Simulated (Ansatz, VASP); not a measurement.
# HfO2: VASP beside Ansatz

```xyz
12
Lattice="5.0212 0.0311 0.1055 -0.0311 -5.0807 0.1615 -0.1055 0.1615 -4.8681" Properties=species:S:1:pos:R:3 pbc="T T T"
Hf   -0.0172   -2.3768   -2.4022
Hf    2.3198    0.0646   -2.3178
Hf    2.5333   -2.5194    0.2011
Hf   -0.0200   -0.2017   -0.0749
O     1.1515   -1.0827   -1.1669
O     3.8284   -3.9540   -0.9591
O     3.7632   -1.0694   -3.5941
O     1.1989   -3.6323   -3.4220
O     3.7191   -3.6177   -3.5094
O     1.1544   -1.1759   -3.6419
O     1.1233   -3.7611   -0.9978
O     3.6683   -1.1146   -1.1207
```

Change from the starting cell: all atoms moved at random (sigma 0.1 Å a component), cell strained at random (sigma 0.03).

Alike in both runs: task single point; functional PBE; k mesh 6 × 6 × 6; occupations gaussian, width 0.05 eV; no spin polarisation.

|  | VASP | Ansatz |
| --- | --- | --- |
| version | VASP 6.6.1 | Ansatz 0.2.0 |
| potentials or method | VASP PAW PBE potentials, release 64 (Hf_pv, O), cutoff 520 eV | scalar-relativistic, plane waves, PAW |
| valence electrons in the cell | 88 | 152 |

Ansatz gave:

| Quantity | Value |
| --- | --- |
| gap on the k mesh at the Fermi level (eV) | 2.69 |
| least direct gap on the mesh (eV) | 2.69 |
| pressure (GPa) | 27.9 |
| traceless stress, the component that is largest in VASP (GPa) | 11.29 |
| rms of the force components (eV/Å) | 2.385 |

Task: Estimate VASP's values.

Result: gap on the k mesh at the Fermi level (eV): 2.68; least direct gap on the mesh (eV): 2.68; pressure (GPa): 23.9; traceless stress, the component that is largest in VASP (GPa): 11.54; rms of the force components (eV/Å): 2.374.

Atom by atom the forces differ by 0.035 eV/Å (rms over components). The functional is the same, so the differences come from potentials, cutoffs and numerics. VASP's potentials hold 88 valence electrons a cell and Ansatz's 152, so a difference there can come from the potentials and not from the codes.

Neither program's run includes spin-orbit coupling.
